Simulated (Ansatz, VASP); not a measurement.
Two plane-wave programs on GaN

```xyz
4
Lattice="3.1800 0.0000 0.0000 -1.5900 2.7540 0.0000 0.0000 0.0000 5.1660" Properties=species:S:1:pos:R:3 pbc="T T T"
Ga    0.0000    1.8360    0.0000
Ga    1.5900    0.9180    2.5830
N     0.0000    1.8360    1.9373
N     1.5900    0.9180    4.5203
```

Alike in both runs: task relaxation of cell and atoms; functional LDA; k mesh 12 × 12 × 4; no spin polarisation.

```csv
,VASP,Ansatz
version,VASP 6.6.1,Ansatz 0.2.0
potentials or method,"VASP PAW LDA potentials, release 64 (Ga_d, N)","plane waves, PAW"
plane-wave cutoff (eV),600,420
occupations,"gaussian, width 0.01 eV",fixed
valence electrons in the cell,36,36
```

```csv
,VASP,Ansatz,Ansatz less VASP
relaxed volume (Å³/atom),11.10,11.05,-0.053
relaxed length of the cell vector where the two differ most in proportion (Å),5.147,5.138,-0.0089
```

LDA's correlation is that of Perdew and Zunger in VASP and of Perdew and Wang (1992) in Ansatz.
